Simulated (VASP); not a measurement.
# Al7As8 (a cell with a defect) in VASP: notebook

The runs below take Al7As8 (a cell with a defect) through single point, with PBE.

Program: VASP 6.6.1. These are calculated values, not measurements. Logs are shortened: lines on timing, memory, paths and dates and some standing lists are left out, and cuts for length are marked.

## 1. The cell of the first run

The cell holds a defect, 15 atoms: a = 8.100 Å, b = 8.100 Å, c = 8.100 Å, α = 60.00°, β = 60.00°, γ = 60.00°.

## 2. Single point, PBE, collinear spin (atoms taken out, then relaxed in part)

INCAR

```
SYSTEM = Al7As8
PREC     = Accurate       ! precision mode
ENCUT    = 520            ! plane-wave cutoff, eV
EDIFF    = 1E-6           ! SCF threshold, eV
ISMEAR   = 0              ! smearing method
SIGMA    = 0.01           ! smearing width, eV
LREAL    = Auto         
LASPH    = .True.         ! aspherical terms in the spheres
NELM     = 150            ! most SCF steps
ALGO     = Normal         ! electronic algorithm
ISIF     = 2              ! what is computed and relaxed
LWAVE    = .False.        ! write WAVECAR
LCHARG   = .False.        ! write CHGCAR
ISPIN    = 2              ! spin polarisation
MAGMOM   = 0 0 0 0 0 0 0 0.25 0 0 0 0.25 0.25 0.25 0 ! initial moments
LORBIT   = 11             ! projections on sites
GGA      = PE             ! functional
NBANDS   = 48             ! bands
```

KPOINTS

```
Automatic mesh
0
Gamma
  2 2 2
  0 0 0
```

POSCAR

```
Al7As8
1.0
    0.0000000000      5.7279123210     -5.7279123210
    5.7279123210      5.7279123210      0.0000000000
    5.7279123210      0.0000000000     -5.7279123210
Al As
7 8
Direct
   -0.0007266803      0.5007266803      0.4992733197
    0.5007266803     -0.0007266803      0.4992733197
    0.5007266803      0.5007266803      0.4992733197
   -0.0007266803     -0.0007266803      1.0007266803
   -0.0007266803      0.5007266803      1.0007266803
    0.5007266803     -0.0007266803      1.0007266803
    0.5000000000      0.5000000000      1.0000000000
    0.1251096299      0.1251096299      0.1246711102
    0.1251538930      0.6249487023      0.1249487023
    0.6249487023      0.1251538930      0.1249487023
    0.6249487023      0.6249487023      0.1249487023
    0.1251096299      0.1251096299      0.6251096299
    0.1251096299      0.6246711102      0.6251096299
    0.6246711102      0.1251096299      0.6251096299
    0.6249487023      0.6249487023      0.6251538930
```

Potentials or basis: VASP PAW PBE potentials, release 64 (Al, As).

On the command line:

```
$ cat potpaw_PBE.64/Al/POTCAR potpaw_PBE.64/As/POTCAR > POTCAR
$ mpirun -np 1 vasp_std > vasp.out
```

OUTCAR:

```text
SYSTEM = Al7As8
   PREC = Accurate
   ENCUT = 520
   EDIFF = 1E-6
   ISMEAR = 0
   LREAL = Auto
   LASPH = .True.
   NELM = 150
   ISIF = 2
   ISPIN = 2
   LORBIT = 11
   GGA = PE

 ion  position               nearest neighbor table
   1  0.999  0.501  0.499-   9 2.48  15 2.48  13 2.48  12 2.48
   2  0.501  0.999  0.499-  10 2.48  15 2.48  14 2.48  12 2.48
   3  0.501  0.501  0.499-  15 2.48  11 2.48  14 2.48  13 2.48
   4  0.999  0.999  0.001-   9 2.48  10 2.48   8 2.48  12 2.48
   5  0.999  0.501  0.001-   9 2.48  11 2.48   8 2.48  13 2.48
   6  0.501  0.999  0.001-  10 2.48  11 2.48   8 2.48  14 2.48
   7  0.500  0.500  0.000-  11 2.48  10 2.48   9 2.48  15 2.48
   8  0.125  0.125  0.125-   4 2.48   5 2.48   6 2.48
   9  0.125  0.625  0.125-   5 2.48   4 2.48   1 2.48   7 2.48
  10  0.625  0.125  0.125-   6 2.48   4 2.48   2 2.48   7 2.48
  11  0.625  0.625  0.125-   3 2.48   5 2.48   6 2.48   7 2.48
  12  0.125  0.125  0.625-   1 2.48   2 2.48   4 2.48
  13  0.125  0.625  0.625-   1 2.48   3 2.48   5 2.48
  14  0.625  0.125  0.625-   2 2.48   3 2.48   6 2.48
  15  0.625  0.625  0.625-   3 2.48   2 2.48   1 2.48   7 2.48

  LATTYP: Found a face centered cubic cell.
 ALAT       =    11.4558246420

  Lattice vectors:

 A1 = (   0.0000000000,   5.7279123210,  -5.7279123210)
 A2 = (   5.7279123210,   5.7279123210,   0.0000000000)
 A3 = (   5.7279123210,   0.0000000000,  -5.7279123210)

Analysis of symmetry for initial positions (statically):
=====================================================================
 Subroutine PRICEL returns:
 Original cell was already a primitive cell.

 Routine SETGRP: Setting up the symmetry group for a
 face centered cubic supercell.

 Subroutine GETGRP returns: Found 24 space group operations
 (whereof  4 operations were pure point group operations)
 out of a pool of 48 trial point group operations.

The static configuration has the point symmetry C_2v.
 The point group associated with its full space group is T_d .

Analysis of symmetry for dynamics (positions and initial velocities):
=====================================================================
 Subroutine PRICEL returns:
 Original cell was already a primitive cell.

 Routine SETGRP: Setting up the symmetry group for a
 face centered cubic supercell.

 Subroutine GETGRP returns: Found 24 space group operations
 (whereof  4 operations were pure point group operations)
 out of a pool of 48 trial point group operations.

The dynamic configuration has the point symmetry C_2v.
 The point group associated with its full space group is T_d .

Analysis of structural, dynamic, and magnetic symmetry:
=====================================================================
 Subroutine PRICEL returns:
 Original cell was already a primitive cell.

 Routine SETGRP: Setting up the symmetry group for a
 face centered cubic supercell.

 Subroutine GETGRP returns: Found 24 space group operations
 (whereof  4 operations were pure point group operations)
 out of a pool of 48 trial point group operations.

The overall configuration has the point symmetry C_2v.
 The point group associated with its full space group is T_d .

 Subroutine INISYM returns: Found 24 space group operations
 (whereof  4 operations are pure point group operations),
 and found     1 'primitive' translations

----------------------------------------------------------------------------------------

                                     Primitive cell

  volume of cell :     375.8539

  direct lattice vectors                    reciprocal lattice vectors
     0.000000000  5.727912321 -5.727912321    -0.087291839  0.087291839 -0.087291839
     5.727912321  5.727912321  0.000000000     0.087291839  0.087291839  0.087291839
     5.727912321  0.000000000 -5.727912321     0.087291839 -0.087291839 -0.087291839

  length of vectors
[... 87 lines left out ...]
   LREAL  =      T    real-space projection
   EDIFFG = 0.1E-04   stopping-criterion for IOM
   NSW    =      0    number of steps for IOM
   IBRION =     -1    ionic relax: 0-MD 1-quasi-New 2-CG
   NFREE  =      0    steps in history (QN), initial steepest desc. (CG)
   ISIF   =      2    stress and relaxation
   ISYM   =      2    0-nonsym 1-usesym 2-fastsym
   POTIM  = 0.5000    time-step for ionic-motion
   TEBEG  =    0.0;   TEEND  =   0.0 temperature during run
   PSTRESS=    0.0 pullay stress
   NELECT =      61.0000    total number of electrons
   NUPDOWN=      -1.0000    fix difference up-down
   EMIN   =  10.00;   EMAX   =-10.00  energy-range for DOS
   EFERMI =   0.00;   METHOD = LEGACY
   ISMEAR =     0;   SIGMA  =   0.01  broadening in eV -4-tet -1-fermi 0-gaus
   EFERMI_NEDOS =   21; number of points for ismear=-14 and -15
   IALGO  =     38    algorithm
   IMIX   =      4    mixing-type and parameters
     AMIX     =   0.40;   BMIX     =  1.00
     AMIX_MAG =   1.60;   BMIX_MAG =  1.00
  volume/ion in A,a.u.               =      25.06       169.09
  Fermi-wavevector in a.u.,A,eV,Ry     =   0.892987  1.687501 10.849634  0.797426
  Thomas-Fermi vector in A             =   2.015006
   LORBIT       =     11    0 simple, 1 ext, 2 COOP (PROOUT), +10 PAW based schemes
   GGA     = PE    functional components
   LHFCALC =     F    Hartree Fock is set to
   AEXX    =    0.0000 exact exchange contribution
   IVDW    =     0    specifies the selected vdW correction
   LEPSILON=     F    determine dielectric tensor
   LRPA    =     F    only Hartree local field effects (RPA)
 spin polarized calculation
 Gauss-broadening in eV      SIGMA  =   0.01
  energy-cutoff  :      520.00
  volume of cell :      375.85
 maximum number of plane-waves:     10140
   NGX = 31   NGY = 31   NGZ = 31

 number of electron      60.9999990 magnetization       0.2500812

 Free energy of the ion-electron system (eV)
  ---------------------------------------------------
  ext. energy  EPLUGINS =         0.00000000
  ---------------------------------------------------
  free energy    TOTEN  =       -67.15674192 eV

  energy without entropy =      -67.15481364  energy(sigma->0) =      -67.15577778

 E-fermi :   3.3139     XC(G=0):  -8.6752

 val. band max:        3.3109006271   @ k =   0.5000   0.5000   0.0000
 cond. band min:       3.4454604063   @ k =   0.5000   0.0000   0.0000
 fundamental gap:      0.1345597792
 Fermi energy:         3.3139462794

 spin component 1

 k-point     1 :       0.0000    0.0000    0.0000
  band No.  band energies     occupation
      1      -8.5181      1.00000
      2      -7.2488      1.00000
      3      -7.2488      1.00000
      4      -7.2488      1.00000
      5      -7.0756      1.00000
      6      -6.6918      1.00000
[... 124 lines left out ...]
     41       7.6523      0.00000
     42       7.9738      0.00000
 Fermi energy:         3.3139462794

 spin component 2

 k-point     1 :       0.0000    0.0000    0.0000
  band No.  band energies     occupation
      1      -8.5053      1.00000
      2      -7.2360      1.00000
      3      -7.2360      1.00000
      4      -7.2360      1.00000
      5      -7.0470      1.00000
      6      -6.6629      1.00000
[... 124 lines left out ...]
     41       7.6736      0.00000
     42       7.9992      0.00000
 [bands above 42 left out]

------------------------ aborting loop because EDIFF is reached ----------------------------------------

  FORCE on cell =-STRESS in cart. coord.  units (eV):
  Direction    XX          YY          ZZ          XY          YZ          ZX
  --------------------------------------------------------------------------------------
  -------------------------------------------------------------------------------------
  Total       -1.4159393     -1.4159393     -1.4159393      0.0000000     -0.0000000     -0.0000000
  in kB       -6.0358180     -6.0358180     -6.0358180      0.0000000     -0.0000000     -0.0000000
  external PRESSURE =      -6.0358180 kB  Pullay stress =       0.0000000 kB

 VOLUME and BASIS-vectors are now :
 -----------------------------------------------------------------------------
  energy-cutoff  :      520.00
  volume of cell :      375.85
      direct lattice vectors                 reciprocal lattice vectors
     0.000000000  5.727912321 -5.727912321    -0.087291839  0.087291839 -0.087291839
     5.727912321  5.727912321  0.000000000     0.087291839  0.087291839  0.087291839
     5.727912321  0.000000000 -5.727912321     0.087291839 -0.087291839 -0.087291839

 POSITION                                       TOTAL-FORCE (eV/Angst)
 -----------------------------------------------------------------------------------
      5.72791      8.59187     -8.58354         0.000000      0.000000     -0.014890
      8.58354      8.59187     -5.72791         0.014890      0.000000     -0.000000
      5.72791      5.73624     -5.72791         0.000000     -0.014890     -0.000000
      5.72791     11.44750     -5.72791         0.000000      0.014890     -0.000000
      2.87228      8.59187     -5.72791        -0.014890      0.000000     -0.000000
      5.72791      8.59187     -2.87228         0.000000      0.000000      0.014890
      2.86396      5.72791     -2.86396         0.000000      0.000000     -0.000000
      1.43072      1.43323     -1.43072         0.011520     -0.011520     -0.011520
      4.29535      4.29652     -1.43257         0.007242     -0.007242      0.007242
      1.43257      4.29652     -4.29535        -0.007242     -0.007242     -0.007242
      4.29535      7.15930     -4.29535         0.007242      0.007242     -0.007242
      4.29719      1.43323     -4.29719        -0.011520     -0.011520      0.011520
      7.15863      4.29468     -4.29719         0.011520      0.011520      0.011520
      4.29719      4.29468     -7.15863        -0.011520      0.011520     -0.011520
      7.16048      7.15930     -7.16048        -0.007242      0.007242      0.007242
 -----------------------------------------------------------------------------------
    total drift:                               -0.000000     -0.000000      0.000000

  FREE ENERGIE OF THE ION-ELECTRON SYSTEM (eV)
  ---------------------------------------------------
  free  energy   TOTEN  =       -67.1567419222 eV

  energy  without entropy=      -67.1548136432  energy(sigma->0) =      -67.15577778

 total charge

# of ion       s       p       d       tot
------------------------------------------
    1        0.400   0.360   0.000   0.760
    2        0.400   0.360   0.000   0.760
    3        0.400   0.360   0.000   0.760
    4        0.400   0.360   0.000   0.760
    5        0.400   0.360   0.000   0.760
    6        0.400   0.360   0.000   0.760
    7        0.396   0.360   0.000   0.757
    8        1.234   1.517   0.019   2.770
    9        1.187   1.675   0.022   2.884
   10        1.187   1.675   0.022   2.884
   11        1.187   1.675   0.022   2.884
   12        1.234   1.517   0.019   2.770
   13        1.234   1.517   0.019   2.770
   14        1.234   1.517   0.019   2.770
   15        1.187   1.675   0.022   2.884
--------------------------------------------------
tot         12.481  15.287   0.166  27.934

 magnetization (x)

# of ion       s       p       d       tot
------------------------------------------
    1       -0.000   0.000   0.000   0.000
    2       -0.000   0.000   0.000   0.000
    3       -0.000   0.000   0.000   0.000
    4       -0.000   0.000   0.000   0.000
    5       -0.000   0.000   0.000   0.000
    6       -0.000   0.000   0.000   0.000
    7       -0.000   0.000   0.000   0.000
    8        0.001   0.029   0.000   0.030
    9       -0.000   0.000  -0.000  -0.000
   10       -0.000   0.000  -0.000  -0.000
   11       -0.000   0.000  -0.000  -0.000
   12        0.001   0.029   0.000   0.030
   13        0.001   0.029   0.000   0.030
   14        0.001   0.029   0.000   0.030
   15       -0.000   0.000  -0.000  -0.000
--------------------------------------------------
tot          0.003   0.116  -0.000   0.119
```

Run time: 5.4 min. Hardware: 1 thread of Intel Xeon Platinum 8488C (Sapphire Rapids), shared host; peak memory 0.65 GiB.

What came out:

- Free energy: -67.1567 eV
- Pressure: -0.6 GPa
- Largest force: 0.020 eV/Å
- Net moment: 0.25 μB per cell
- Site moments: Al +0.00; As +0.03, -0.00 (each value once) μB
- Valence electrons inside the program's atomic spheres: Al 0.76; As 2.77, 2.88 (each value once)

Forces in eV/Å, atoms in the order of the input:
```
Al   0.000  0.000 -0.015
Al   0.015  0.000  0.000
Al   0.000 -0.015  0.000
Al   0.000  0.015  0.000
Al  -0.015  0.000  0.000
Al   0.000  0.000  0.015
Al   0.000  0.000  0.000
As   0.012 -0.012 -0.012
As   0.007 -0.007  0.007
As  -0.007 -0.007 -0.007
As   0.007  0.007 -0.007
As  -0.012 -0.012  0.012
As   0.012  0.012  0.012
As  -0.012  0.012 -0.012
As  -0.007  0.007  0.007
```

Levels at points of the mesh, in eV from the Fermi level:
Spin up:
| k point | band 28 | band 29 | band 30 | band 31 | band 32 | band 33 |
| --- | --- | --- | --- | --- | --- | --- |
| (0.00, 0.00, 0.00) | -0.60 | -0.60 | 0.33 | 0.33 | 0.33 | 1.45 |
| (0.50, 0.00, 0.00) | -1.13 | -0.73 | -0.73 | 0.13 | 0.13 | 2.21 |
| (0.50, 0.50, 0.00) | -1.37 | -1.17 | -1.08 | -0.08 | -0.08 | 2.44 |
Spin down:
```
           k point  band 28  band 29  band 30  band 31  band 32  band 33
(0.00, 0.00, 0.00)    -0.58    -0.58     0.40     0.40     0.40     1.45
(0.50, 0.00, 0.00)    -1.05    -0.73    -0.73     0.20     0.20     2.21
(0.50, 0.50, 0.00)    -1.31    -1.16    -1.07     0.00     0.00     2.44
```

Caveat: the k points lie up to 0.47 Å⁻¹ apart; the cell differs from its parent crystal (atoms taken out, then relaxed in part).

(Part 1 of 3 ends here.)
